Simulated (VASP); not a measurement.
Input of a VASP 6.6.1 run:

INCAR

```
SYSTEM = TaN
PREC = Accurate
ENCUT = 520
EDIFF = 1E-7
ISMEAR = -1
SIGMA = 0.15
LREAL = .FALSE.
LASPH = .TRUE.
NELM = 80
ALGO = Normal
ISIF = 2
LWAVE = .FALSE.
LCHARG = .FALSE.
GGA = PS
NBANDS = 15
```

KPOINTS

```
Automatic mesh
0
G
  18 18 14
  0 0 0
```

POSCAR

```
TaN
1.0
    2.9242701629      0.0000000000      0.0000000000
   -1.4621350814      2.5324922486      0.0000000000
    0.0000000000      0.0000000000      2.8701686366
Ta N
1 1
Direct
    0.3333333333      0.6666666667      0.5000000000
    0.0000000000      0.0000000000      0.0000000000
```

Potentials or basis: VASP PAW PBE potentials, release 64 (Ta_pv, N).

Command:

```bash
$ cat potpaw_PBE.64/Ta_pv/POTCAR potpaw_PBE.64/N/POTCAR > POTCAR
$ mpirun -np 1 vasp_std > vasp.out
```

(1) Estimate the pressure.

(2) Estimate the band gap on the k mesh.

## Answers

(1) 0.9 GPa.

(2) zero (band 8 reaches 8.48 eV, above the bottom of band 9 at 8.13 eV).

Caveat: the PAW data sets were made with another functional, which shifts forces and pressure a little; spin-orbit coupling is left out, which moves the levels of the heavy elements.
